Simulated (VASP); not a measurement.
The system is Pt.

```
Pt
1.0
     4.94280    0.00000    0.00000
     0.00000    4.94280    0.00000
     0.00000    0.00000    4.94280
Pt
8
Direct
  0.00000 0.00000 0.00000
  0.50000 0.50000 0.50000
  0.25000 0.00000 0.50000
  0.75000 0.00000 0.50000
  0.50000 0.25000 0.00000
  0.50000 0.75000 0.00000
  0.00000 0.50000 0.25000
  0.00000 0.50000 0.75000
```

```yaml
Program: VASP 6.6.1
Task: relaxation of cell and atoms
Functional: revPBE
Potentials_or_basis: VASP PAW PBE potentials, release 64 (Pt)
Cutoff: 600 eV
k_mesh: 5 × 5 × 5
Occupations: fermi-dirac, width 0.1 eV
Spin: no spin polarisation
```

At the start: pressure 22.8 GPa; volume 15.09 Å³/atom.

**Question.** How do energy, volume and symmetry change on relaxing?

**Answer.** Over 18 steps the energy falls by 86.6 meV/atom and the volume is 16.43 Å³/atom (+8.8 %); space group Pm-3n (No. 223, to 0.05 Å).

The path:
```tsv
step	energy change (eV)	largest force (eV/Å)	pressure (GPa)	volume (Å³)
1	0.0000	0.0000	22.76	120.76
2	2.3184	0.0000	-24.69	162.25
3	-0.6887	0.0000	-1.46	132.38
4	-0.6929	0.0000	-0.23	131.60
5	-0.6930	0.0000	0.13	131.37
6	-0.6930	0.0000	0.13	131.38
7	-0.6930	0.0000	0.13	131.38
8	-0.6930	0.0000	0.12	131.38
9	-0.6930	0.0000	0.12	131.38
10	-0.6930	0.0000	0.12	131.38
11	-0.6930	0.0000	0.12	131.38
12	-0.6930	0.0000	0.12	131.38
13	-0.6930	0.0000	0.12	131.38
14	-0.6930	0.0000	0.12	131.38
15	-0.6930	0.0000	0.12	131.38
16	-0.6930	0.0000	0.12	131.39
17	-0.6930	0.0000	0.10	131.40
18	-0.6930	0.0000	0.07	131.42
```

Final structure:
```
Pt
1.0
     5.08412    0.00000    0.00000
     0.00000    5.08412    0.00000
     0.00000    0.00000    5.08412
Pt
8
Direct
  0.00000 0.00000 0.00000
  0.50000 0.50000 0.50000
  0.25000 0.00000 0.50000
  0.75000 0.00000 0.50000
  0.50000 0.25000 0.00000
  0.50000 0.75000 0.00000
  0.00000 0.50000 0.25000
  0.00000 0.50000 0.75000
```

Caveat: the PAW data sets were made with another functional, which shifts forces and pressure a little.
